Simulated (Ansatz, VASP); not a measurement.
## Two plane-wave programs on GaSb5

```xyz
6
Lattice="3.6450 0.0000 0.0000 -1.8225 3.1566 0.0000 0.0000 0.0000 18.4191" Properties=species:S:1:pos:R:3 pbc="T T T"
Ga    0.0000    0.0000    0.0000
Sb    1.8225    1.0522   15.3791
Sb    0.0000    0.0000   12.2915
Sb    1.8225    1.0522    9.2096
Sb    0.0000    0.0000    6.1277
Sb    1.8225    1.0522    3.0400
```

Change from the starting cell: species swapped into the Mg5Cd type (P-6m2, No. 187).

Alike in both runs: task relaxation of cell and atoms; functional PBE; k mesh 6 × 6 × 1; occupations gaussian, width 0.1 eV; no spin polarisation.

|  | VASP | Ansatz |
| --- | --- | --- |
| version | VASP 6.6.1 | Ansatz 0.2.0 |
| potentials or method | VASP PAW PBE potentials, release 64 (Ga_d, Sb), cutoff 600 eV | scalar-relativistic, plane waves, PAW |
| valence electrons in the cell | 38 | 88 |

```csv
,VASP,Ansatz,Ansatz less VASP
"gap on the k mesh at the Fermi level, each at its own relaxed structure (eV)",none,none,-
relaxed volume (Å³/atom),26.48,26.45,-0.033
relaxed length of the cell vector where the two differ most in proportion (Å),16.690,16.670,-0.0205
```

A gap of «none» marks a metal or a gap that the smearing closes. VASP's potentials hold 38 valence electrons a cell and Ansatz's 88, so a difference there can come from the potentials and not from the codes.

Spin-orbit coupling is off throughout. Noted on VASP's run: the volume moved by over 15 % at a fixed basis, so the end points are rough; too few bands were computed for a metal, which touches its energy and stress.
